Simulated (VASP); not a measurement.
Crystal: MgH2.

```
CELL_PARAMETERS angstrom
3.00000 0.00000 0.00000
-1.50000 2.59808 0.00000
0.00000 0.00000 3.30000
ATOMIC_POSITIONS crystal
Mg 0.00000 0.00000 0.00000
H 0.33333 0.66667 0.50000
H 0.66667 0.33333 0.50000
```

- Program: VASP 6.6.1
- Task: relaxation of cell and atoms
- Functional: LDA
- Potentials or basis: VASP PAW LDA potentials, release 64 (Mg, H)
- Cutoff: 600 eV
- k mesh: 9 × 9 × 7
- Occupations: fermi-dirac, width 0.01 eV
- Spin: no spin polarisation

At the start: pressure -5.2 GPa; volume 8.57 Å³/atom.

Problem. Where does the relaxation end?

Solution. Over 9 steps the energy falls by 49.6 meV/atom and the volume is 7.71 Å³/atom (-10.0 %); space group P6/mmm (No. 191, to 0.05 Å).

Step by step:
| step | energy change (eV) | largest force (eV/Å) | pressure (GPa) | volume (Å³) |
| --- | --- | --- | --- | --- |
| 1 | 0.0000 | 0.0000 | -5.24 | 25.72 |
| 2 | -0.0841 | 0.0000 | -3.41 | 24.68 |
| 3 | -0.1416 | 0.0000 | 2.81 | 22.36 |
| 4 | -0.1425 | 0.0000 | 1.33 | 22.80 |
| 5 | -0.1435 | 0.0000 | 1.86 | 22.65 |
| 6 | -0.1436 | 0.0000 | 2.15 | 22.56 |
| 7 | -0.1475 | 0.0000 | 0.88 | 22.92 |
| 8 | -0.1475 | 0.0000 | 0.96 | 22.89 |
| 9 | -0.1488 | 0.0000 | 0.20 | 23.14 |

Final structure:
```
Mg H
1.0
     3.02919    0.00000    0.00000
    -1.51459    2.62335    0.00000
     0.00000    0.00000    2.91147
Mg H
1 2
Direct
  0.00000 0.00000 0.00000
  0.33333 0.66667 0.50000
  0.66667 0.33333 0.50000
```
